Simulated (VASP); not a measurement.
The system is YNb3N6.

```
Y Nb N
1.0
     0.00000    4.04239    4.04239
     4.04239    0.00000    4.04239
     4.04239    4.04239    0.00000
Y Nb N
1 3 6
Direct
  0.00000 0.00000 0.00000
  0.25000 0.25000 0.25000
  0.75000 0.75000 0.75000
  0.50000 0.50000 0.50000
  0.78274 0.21726 0.21726
  0.21726 0.78274 0.78274
  0.21726 0.78274 0.21726
  0.78274 0.21726 0.78274
  0.21726 0.21726 0.78274
  0.78274 0.78274 0.21726
```

The cell was built from a structure type or drawn by symmetry, and may not be a known phase.

| Item | Value |
| --- | --- |
| Program | VASP 6.6.1 |
| Task | relaxation of cell and atoms |
| Functional | PBE |
| Potentials or basis | VASP PAW PBE potentials, release 64 (Y_sv, Nb_sv, N) |
| Cutoff | 600 eV |
| k mesh | 4 × 4 × 4 |
| Occupations | gaussian, width 0.1 eV |
| Spin | no spin polarisation |

At the start: pressure 17.5 GPa; volume 13.21 Å³/atom.

**Question.** How do energy, volume and symmetry change on relaxing?

**Answer.** Over 9 steps the energy falls by 1564.1 meV/atom and the volume is 13.77 Å³/atom (+4.2 %); space group Fm-3m (No. 225, to 0.1 Å) before and after.

The path:
```tsv
step	energy change (eV)	largest force (eV/Å)	pressure (GPa)	volume (Å³)
1	0.0000	14.3098	17.46	132.11
2	0.8635	16.1250	23.25	161.60
3	-15.4088	0.5578	-6.92	146.03
4	-15.4644	0.1877	-7.19	145.24
5	-15.4645	0.4416	-7.22	144.97
6	-15.4891	1.2108	6.49	133.19
7	-15.6298	0.3518	-0.67	138.63
8	-15.6379	0.1931	0.26	137.22
9	-15.6408	0.0047	-0.07	137.70
```

Final structure:
```
CELL_PARAMETERS angstrom
0.00000 4.09855 4.09855
4.09855 0.00000 4.09855
4.09855 4.09855 0.00000
ATOMIC_POSITIONS crystal
Y 0.00000 0.00000 0.00000
Nb 0.25000 0.25000 0.25000
Nb 0.75000 0.75000 0.75000
Nb 0.50000 0.50000 0.50000
N 0.74087 0.25913 0.25913
N 0.25913 0.74087 0.74087
N 0.25913 0.74087 0.25913
N 0.74087 0.25913 0.74087
N 0.25913 0.25913 0.74087
N 0.74087 0.74087 0.25913
```
